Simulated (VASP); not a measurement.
# NaCl (R-3m) in VASP: dielectric tensor with r2SCAN

Aim: the dielectric tensor of NaCl with r2SCAN.

Everything below comes from runs of VASP 6.6.1. Logs are shortened: lines on timing, memory, paths and dates and some standing lists are left out, and cuts for length are marked.

### Step 1. The cell of the first run

The structure is trigonal, space group R-3m (No. 166). The conventional cell has a = 4.122 Å, b = 4.122 Å, c = 9.399 Å, α = 90.00°, β = 90.00°, γ = 120.00°. Within 4.2 Å of Na (site symmetry -3m) lie 6 Cl at 2.85 Å and 12 Na at 3.93 to 4.12 Å. Within 4.2 Å of Cl (site symmetry -3m) lie 6 Na at 2.85 Å and 12 Cl at 3.93 to 4.12 Å.

### Step 2. Dielectric tensor, r2SCAN (epitaxial 111 strain +4.0%)

File INCAR:

```
  PREC = Accurate
  ENCUT = 520
  EDIFF = 1E-8
  ISMEAR = 0
  SIGMA = 0.01
  LREAL = False
  LASPH = True
  NELM = 60
  ALGO = Normal
  ISIF = 2
  LWAVE = False
  LCHARG = False
  METAGGA = R2SCAN
  LMIXTAU = True
  LCALCEPS = True
```

File KPOINTS:

```
Automatic mesh
0
Gamma
  6 6 6
```

File POSCAR:

```
NaCl
1.0
   -0.1342974646      2.7805093138      2.7805093138
    2.7805093138     -0.1342974646      2.7805093138
    2.7805093138      2.7805093138     -0.1342974646
Na Cl
1 1
Direct
    0.0000000000      0.0000000000      0.0000000000
    0.5000000000      0.5000000000      0.5000000000
```

Potentials or basis: VASP PAW PBE potentials, release 64 (Na_pv, Cl).

Run with:

```bash
cat potpaw_PBE.64/Na_pv/POTCAR potpaw_PBE.64/Cl/POTCAR > POTCAR
mpirun -np 1 vasp_std > vasp.out
```

OUTCAR:

```text
PREC = Accurate
   ENCUT = 520
   EDIFF = 1E-8
   ISMEAR = 0
   LREAL = False
   LASPH = True
   NELM = 60
   ISIF = 2
   METAGGA = R2SCAN

 ion  position               nearest neighbor table
   1  0.000  0.000  0.000-
   2  0.500  0.500  0.500-

  LATTYP: Found a trigonal (rhomboedric) cell.
 ALAT       =     3.9345266421
 COS(alpha) =     0.4511741474

  Lattice vectors:

 A1 = (  -0.1342974646,   2.7805093138,   2.7805093138)
 A2 = (   2.7805093138,  -0.1342974646,   2.7805093138)
 A3 = (   2.7805093138,   2.7805093138,  -0.1342974646)

Analysis of symmetry for initial positions (statically):
=====================================================================
 Subroutine PRICEL returns:
 Original cell was already a primitive cell.

 Routine SETGRP: Setting up the symmetry group for a
 trigonal (rhombohedral) supercell.

 Subroutine GETGRP returns: Found 12 space group operations
 (whereof 12 operations were pure point group operations)
 out of a pool of 12 trial point group operations.

The static configuration has the point symmetry D_3d.

Analysis of symmetry for dynamics (positions and initial velocities):
=====================================================================
 Subroutine PRICEL returns:
 Original cell was already a primitive cell.

 Routine SETGRP: Setting up the symmetry group for a
 trigonal (rhombohedral) supercell.

 Subroutine GETGRP returns: Found 12 space group operations
 (whereof 12 operations were pure point group operations)
 out of a pool of 12 trial point group operations.

The dynamic configuration has the point symmetry D_3d.

 Subroutine INISYM returns: Found 12 space group operations
 (whereof 12 operations are pure point group operations),
 and found     1 'primitive' translations

----------------------------------------------------------------------------------------

                                     Primitive cell

  volume of cell :      46.1060

  direct lattice vectors                    reciprocal lattice vectors
    -0.134297465  2.780509314  2.780509314    -0.167292832  0.175783083  0.175783083
     2.780509314 -0.134297465  2.780509314     0.175783083 -0.167292832  0.175783083
     2.780509314  2.780509314 -0.134297465     0.175783083  0.175783083 -0.167292832

  length of vectors
     3.934526642  3.934526642  3.934526642     0.299643581  0.299643581  0.299643581

  position of ions in fractional coordinates (direct lattice)
     0.000000000  0.000000000  0.000000000
     0.500000000  0.500000000  0.500000000

  ion indices of the primitive-cell ions
   primitive index   ion index
                 1           1
                 2           2

----------------------------------------------------------------------------------------

 KPOINTS: Automatic mesh

Automatic generation of k-mesh.
 Grid dimensions read from file:
 generate k-points for:    6    6    6

 Generating k-lattice:

  Cartesian coordinates                     Fractional coordinates (reciprocal lattice)
    -0.027882139  0.029297180  0.029297180     0.166666667  0.000000000 -0.000000000
     0.029297180 -0.027882139  0.029297180     0.000000000  0.166666667 -0.000000000
     0.029297180  0.029297180 -0.027882139     0.000000000  0.000000000  0.166666667

  Length of vectors
     0.049940597  0.049940597  0.049940597

  Shift w.r.t. Gamma in fractional coordinates (k-lattice)
     0.000000000  0.000000000  0.000000000

 Subroutine IBZKPT returns following result:
 ===========================================

 Found     32 irreducible k-points:

 Following reciprocal coordinates:
            Coordinates               Weight
  0.000000  0.000000  0.000000      1.000000
  0.166667  0.000000 -0.000000      6.000000
  0.333333  0.000000 -0.000000      6.000000
  0.500000 -0.000000 -0.000000      3.000000
  0.166667  0.166667  0.000000      6.000000
  0.333333  0.166667  0.000000     12.000000
[... 16 lines left out ...]
  0.500000  0.500000  0.166667      6.000000
 -0.333333  0.500000  0.166667     12.000000
 [... further k-points ...]
   k-points           NKPTS =     32   k-points in BZ     NKDIM =     32   number of bands    NBANDS=     11
   number of dos      NEDOS =    301   number of ions     NIONS =      2
   total plane-waves  NPLWV =  27000
   dimension x,y,z NGX =    30 NGY =   30 NGZ =   30
   dimension x,y,z NGXF=    60 NGYF=   60 NGZF=   60
   ions per type =               1   1
   NGX,Y,Z   is equivalent  to a cutoff of  12.68, 12.68, 12.68 a.u.
   NGXF,Y,Z  is equivalent  to a cutoff of  25.35, 25.35, 25.35 a.u.
 SYSTEM =  unknown system
   PREC   = accura    normal or accurate (medium, high low for compatibility)
   ISTART =      0    job   : 0-new  1-cont  2-samecut
   ICHARG =      2    charge: 1-file 2-atom 10-const
   ISPIN  =      1    spin polarized calculation?
   LNONCOLLINEAR =      F non collinear calculations
   LSORBIT =      F    spin-orbit coupling
   LASPH  =      T    aspherical Exc in radial PAW
   ENCUT  =  520.0 eV  38.22 Ry    6.18 a.u.   7.32  7.32  7.32*2*pi/ulx,y,z
   NELM   =     60;   NELMIN=  2; NELMDL= -5     # of ELM steps
   EDIFF  = 0.1E-07   stopping-criterion for ELM
   LREAL  =      F    real-space projection
   EDIFFG = 0.1E-06   stopping-criterion for IOM
   NSW    =      0    number of steps for IOM
   IBRION =     -1    ionic relax: 0-MD 1-quasi-New 2-CG
   NFREE  =      0    steps in history (QN), initial steepest desc. (CG)
   ISIF   =      2    stress and relaxation
   ISYM   =      2    0-nonsym 1-usesym 2-fastsym
   POTIM  = 0.5000    time-step for ionic-motion
   TEBEG  =    0.0;   TEEND  =   0.0 temperature during run
   PSTRESS=    0.0 pullay stress
   NELECT =      14.0000    total number of electrons
   NUPDOWN=      -1.0000    fix difference up-down
   EMIN   =  10.00;   EMAX   =-10.00  energy-range for DOS
   EFERMI =   0.00;   METHOD = LEGACY
   ISMEAR =     0;   SIGMA  =   0.01  broadening in eV -4-tet -1-fermi 0-gaus
   EFERMI_NEDOS =   21; number of points for ismear=-14 and -15
   IALGO  =     38    algorithm
   IMIX   =      4    mixing-type and parameters
     AMIX     =   0.40;   BMIX     =  1.00
     AMIX_MAG =   1.60;   BMIX_MAG =  1.00
  volume/ion in A,a.u.               =      23.05       155.57
  Fermi-wavevector in a.u.,A,eV,Ry     =   1.100352  2.079365 16.473602  1.210776
  Thomas-Fermi vector in A             =   2.236762
   LORBIT       =      0    0 simple, 1 ext, 2 COOP (PROOUT), +10 PAW based schemes
   METAGGA = R2SCAN    functional components
   LHFCALC =     F    Hartree Fock is set to
   AEXX    =    0.0000 exact exchange contribution
   IVDW    =     0    specifies the selected vdW correction
   LEPSILON=     F    determine dielectric tensor
   LRPA    =     F    only Hartree local field effects (RPA)
   LRPA       =     F
 non-spin polarized calculation
 Gauss-broadening in eV      SIGMA  =   0.01
  energy-cutoff  :      520.00
  volume of cell :       46.11
 maximum number of plane-waves:      1265
 NGX is ok and might be reduce to    30
   NGX = 15   NGY = 15   NGZ = 15

 Total electronic dipole moment: p[elc]=(    -0.00000    -0.00000    -0.00000 ) |e| Angst

 number of electron      13.9999993 magnetization

 Free energy of the ion-electron system (eV)
  ---------------------------------------------------
  ext. energy  EPLUGINS =         0.00000000
  ---------------------------------------------------
  free energy    TOTEN  =       -13.76718763 eV

  energy without entropy =      -13.76718763  energy(sigma->0) =      -13.76718763

 E-fermi :  -1.0847     XC(G=0):  -8.5164

 val. band max:       -1.1455007682   @ k =   0.0000   0.0000   0.0000
 cond. band min:   10000.0000000000   @ k =   0.0000   0.0000   0.0000
 fundamental gap:  10001.1455007682
 Fermi energy:        -1.0846647812

 k-point     1 :       0.0000    0.0000    0.0000
  band No.  band energies     occupation
      1     -22.9106      2.00000
      2     -22.9004      2.00000
      3     -22.9004      2.00000
      4     -14.4702      2.00000
      5      -1.3835      2.00000
      6      -1.3835      2.00000
      7      -1.1455      2.00000
      8   10000.0000      0.00000
      9   10000.0000      0.00000
     10   10000.0000      0.00000
     11   10000.0000      0.00000
[... 309 lines left out ...]
 k-point    24 :      -0.3333    0.5000    0.1667
  band No.  band energies     occupation
      1     -22.9244      2.00000
      2     -22.9096      2.00000
      3     -22.9090      2.00000
      4     -14.0925      2.00000
      5      -2.7003      2.00000
      6      -2.2156      2.00000
      7      -1.9575      2.00000
      8   10000.0000      0.00000
      9   10000.0000      0.00000
     10   10000.0000      0.00000
     11   10000.0000      0.00000

 [... further k-points ...]

------------------------ aborting loop because EDIFF is reached ----------------------------------------

            Ionic dipole moment: p[ion]=(   -18.99352   -18.99352   -18.99352 ) |e| Angst

 Total electronic dipole moment: p[elc]=(    -0.00001    -0.00001     0.00350 ) |e| Angst

 MACROSCOPIC STATIC DIELECTRIC TENSOR (including local field effects)
 ------------------------------------------------------
           2.372752    -0.003182    -0.003182
          -0.003182     2.372752    -0.003182
          -0.003182    -0.003182     2.372752
 ------------------------------------------------------

 PIEZOELECTRIC TENSOR (including local field effects) (e Angst)
          XX          YY          ZZ          XY          YZ          ZX
  --------------------------------------------------------------------------------
  x     0.00000     0.00000     0.00000     0.00000     0.00000     0.00000
  y     0.00000     0.00000     0.00000     0.00000     0.00000     0.00000
  z     0.00000     0.00000     0.00000     0.00000     0.00000     0.00000

 PIEZOELECTRIC TENSOR (including local field effects) (C/m^2)
          XX          YY          ZZ          XY          YZ          ZX
  --------------------------------------------------------------------------------
  x     0.00000     0.00000     0.00000     0.00000     0.00000     0.00000
  y     0.00000     0.00000     0.00000     0.00000     0.00000     0.00000
  z     0.00000     0.00000     0.00000     0.00000     0.00000     0.00000

 BORN EFFECTIVE CHARGES (including local field effects) (in |e|, cummulative output)
 ---------------------------------------------------------------------------------
 ion    1
    1     1.07631    -0.01208    -0.01208
    2    -0.01208     1.07631    -0.01208
    3    -0.01208    -0.01208     1.07631
 ion    2
    1    -1.07631     0.01208     0.01208
    2     0.01208    -1.07631     0.01208
    3     0.01208     0.01208    -1.07631

  FORCE on cell =-STRESS in cart. coord.  units (eV):
  Direction    XX          YY          ZZ          XY          YZ          ZX
  --------------------------------------------------------------------------------------
  -------------------------------------------------------------------------------------
  Total       -0.3863546     -0.3863546     -0.3863546      0.1627211      0.1627211      0.1627211
  in kB      -13.4257830    -13.4257830    -13.4257830      5.6545401      5.6545401      5.6545401
  external PRESSURE =     -13.4257830 kB  Pullay stress =       0.0000000 kB

 VOLUME and BASIS-vectors are now :
 -----------------------------------------------------------------------------
  energy-cutoff  :      520.00
  volume of cell :       46.11
      direct lattice vectors                 reciprocal lattice vectors
    -0.134297465  2.780509314  2.780509314    -0.167292832  0.175783083  0.175783083
     2.780509314 -0.134297465  2.780509314     0.175783083 -0.167292832  0.175783083
     2.780509314  2.780509314 -0.134297465     0.175783083  0.175783083 -0.167292832

 POSITION                                       TOTAL-FORCE (eV/Angst)
 -----------------------------------------------------------------------------------
      0.00000      0.00000      0.00000         0.000000     -0.000000     -0.000000
      2.71336      2.71336      2.71336        -0.000000      0.000000      0.000000
 -----------------------------------------------------------------------------------
    total drift:                               -0.000000      0.000000      0.000000

  FREE ENERGIE OF THE ION-ELECTRON SYSTEM (eV)
  ---------------------------------------------------
  free  energy   TOTEN  =       -13.7671876311 eV

  energy  without entropy=      -13.7671876311  energy(sigma->0) =      -13.76718763
```

Wall time 16 min (1 thread of Intel Xeon Platinum 8488C (Sapphire Rapids), shared host); peak memory 0.3 GiB.

Results:

* Band gap on the k mesh: 5.62 eV
* Electronic dielectric tensor (diagonal): 2.37
* Born charges (mean of the diagonal): Na +1.08; Cl -1.08 e

Levels at points of the mesh, in eV from the valence-band top:
| k point | band 4 | band 5 | band 6 | band 7 | band 8 | band 9 | band 10 | band 11 |
| --- | --- | --- | --- | --- | --- | --- | --- | --- |
| (0.00, 0.00, 0.00) | -13.32 | -0.24 | -0.24 | 0.00 | 5.62 | 11.24 | 11.24 | 12.30 |
| (0.50, 0.00, 0.00) | -13.03 | -2.03 | -0.44 | -0.29 | 7.77 | 11.01 | 11.39 | 12.02 |
| (0.50, 0.50, 0.00) | -12.96 | -1.78 | -0.87 | -0.61 | 8.06 | 8.61 | 11.78 | 15.18 |
| (0.50, 0.50, 0.50) | -12.95 | -1.94 | -0.57 | -0.57 | 7.56 | 11.12 | 11.12 | 11.74 |

Electronic dielectric tensor:
```
2.37 0.00 0.00
0.00 2.37 0.00
0.00 0.00 2.37
```

Born effective charge tensors (e):
atom 1, Na
```
 1.08 -0.01 -0.01
-0.01  1.08 -0.01
-0.01 -0.01  1.08
```
atom 2, Cl
```
-1.08  0.01  0.01
 0.01 -1.08  0.01
 0.01  0.01 -1.08
```

Dipole moments of the cell (e·Å, modulo the quantum): ionic -18.994, -18.994, -18.994; electronic 0.000, 0.000, 0.004

Caveat: the cell differs from its parent crystal (epitaxial 111 strain +4.0%); the PAW data sets were made with another functional, which shifts forces and pressure a little.

The gap in the log of VASP goes by the Fermi energy; the results here count the filled bands.